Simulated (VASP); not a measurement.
Here is a VASP 6.6.1 calculation.

INCAR

```
SYSTEM = HgTe
PREC = Accurate
ENCUT = 520
EDIFF = 1E-6
ISMEAR = -1
SIGMA = 0.08
LREAL = .False.
LASPH = .True.
NELM = 80
ALGO = Normal
ISIF = 2
LWAVE = .False.
LCHARG = .True.
GGA = PE
LELF = .True.
LVHAR = .True.
NBANDS = 26
```

Contents of KPOINTS:

```
regular mesh
0
Gamma
  9 9 5
  0 0 0
```

The input POSCAR:

```
HgTe
1.0
    4.5494375749      0.0000000000      0.0000000000
   -2.2747187874      3.9399285128      0.0000000000
    0.0000000000      0.0000000000      7.4901901705
Hg Te
2 2
Direct
    0.3333333333      0.6666666667      0.0013051810
    0.6666666667      0.3333333333      0.5013051810
    0.3333333333      0.6666666667      0.3746948190
    0.6666666667      0.3333333333      0.8746948190
```

Potentials or basis: VASP PAW PBE potentials, release 64 (Hg, Te).

Launch:

```bash
$ cat potpaw_PBE.64/Hg/POTCAR potpaw_PBE.64/Te/POTCAR > POTCAR
$ mpirun -np 1 vasp_std > vasp.out
```

Task: Estimate the band gap on the k mesh.

Result: Zero (filled and empty bands touch).

Task: Estimate the pressure.

Result: 4.1 GPa.

Caveat: spin-orbit coupling is left out, which moves the levels of the heavy elements.
